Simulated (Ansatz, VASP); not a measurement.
**CuAs: VASP beside Ansatz**

Contents of INCAR:

```
  PREC = Accurate
  ENCUT = 520
  EDIFF = 1E-7
  ISMEAR = 0
  SIGMA = 0.15
  LREAL = F
  LASPH = T
  NELM = 100
  ALGO = Normal
  ISIF = 2
  LWAVE = F
  LCHARG = T
  GGA = CA
  LELF = T
  LVHAR = T
  NBANDS = 24
```

File KPOINTS:

```
Automatic mesh
0
Gamma
  15 15 10
```

Contents of POSCAR:

```
CuAs
1.0
    4.0043464261      0.0000000000      0.0000000000
   -2.0021732131      3.4678657306      0.0000000000
    0.0000000000      0.0000000000      4.5589484062
Cu As
2 2
Direct
    0.0000000000      0.0000000000      0.5000000000
    0.0000000000      0.0000000000      0.0000000000
    0.6666666667      0.3333333333      0.7500000000
    0.3333333333      0.6666666667      0.2500000000
```

Input for Ansatz:

```yaml
crystal:
  lattice:
    - [4.0043464261, 0.0, 0.0]
    - [-2.0021732131, 3.4678657306, 0.0]
    - [0.0, 0.0, 4.5589484062]
  atoms:
    - { symbol: Cu, position: [0.0, 0.0, 0.5] }
    - { symbol: Cu, position: [0.0, 0.0, 0.0] }
    - { symbol: As, position: [0.6666666667, 0.3333333333, 0.75] }
    - { symbol: As, position: [0.3333333333, 0.6666666667, 0.25] }
basis:
  ecutwfc: 520.0
kpoints:
  mp_grid: { grid: [15, 15, 10] }
hamiltonian:
  xc: lda
scf:
  occupations: { method: gaussian, width: 0.15 }
output:
  forces: true
  stress: true
  eigenvalues: true
```

Alike in both runs: task single point; functional LDA; k mesh 15 × 15 × 10; occupations gaussian, width 0.15 eV; no spin polarisation.

|  | VASP | Ansatz |
| --- | --- | --- |
| version | VASP 6.6.1 | Ansatz 0.2.0 |
| potentials or method | VASP PAW LDA potentials, release 64 (Cu, As), cutoff 520 eV | scalar-relativistic, plane waves, PAW |
| valence electrons in the cell | 32 | 68 |

VASP gave:

* gap on the k mesh at the Fermi level (eV): none
* pressure (GPa): -4.2
* traceless stress, the component that is largest in VASP (GPa): 11.58

Problem. What did Ansatz give for the same quantities?

Solution. gap on the k mesh at the Fermi level (eV): none; pressure (GPa): -4.6; traceless stress, the component that is largest in VASP (GPa): 11.58.

LDA's correlation is that of Perdew and Zunger in VASP and of Perdew and Wang (1992) in Ansatz. A gap of «none» marks a metal or a gap that the smearing closes. VASP's potentials hold 32 valence electrons a cell and Ansatz's 68, so a difference there can come from the potentials and not from the codes.
